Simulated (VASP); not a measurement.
**Pd: single point with LDA**

The system is Pd.

```
CELL_PARAMETERS angstrom
0.00000 2.79866 2.79866
2.79866 0.00000 2.79866
2.79866 2.79866 0.00000
ATOMIC_POSITIONS crystal
Pd 0.00000 0.00000 0.00000
Pd 0.25000 0.25000 0.25000
```

- Program: VASP 6.6.1
- Task: single point
- Functional: LDA
- Potentials or basis: VASP PAW LDA potentials, release 64 (Pd)
- Cutoff: 500 eV
- k mesh: 7 × 7 × 7
- Occupations: fermi-dirac, width 0.05 eV
- Spin: no spin polarisation
- Dipole correction: no
- Further INCAR settings: ALGO = Normal; EDIFF = 1e-06; NBANDS = 17

```
Pressure               : 1.0 GPa
Band gap on the k mesh : zero (band 10 reaches 4.95 eV, above the bottom of band 11 at 4.51 eV)
```

Levels at points of the mesh, in eV from the Fermi level:
```
           k point  band 7  band 8  band 9  band 10  band 11  band 12  band 13  band 14
(0.00, 0.00, 0.00)   -1.56   -1.56   -1.56    -0.15    -0.15    12.34    12.34    12.34
```

Wall time 28 s on 1 thread of AMD EPYC 7R13, on a shared host, peak memory 0.12 GiB.
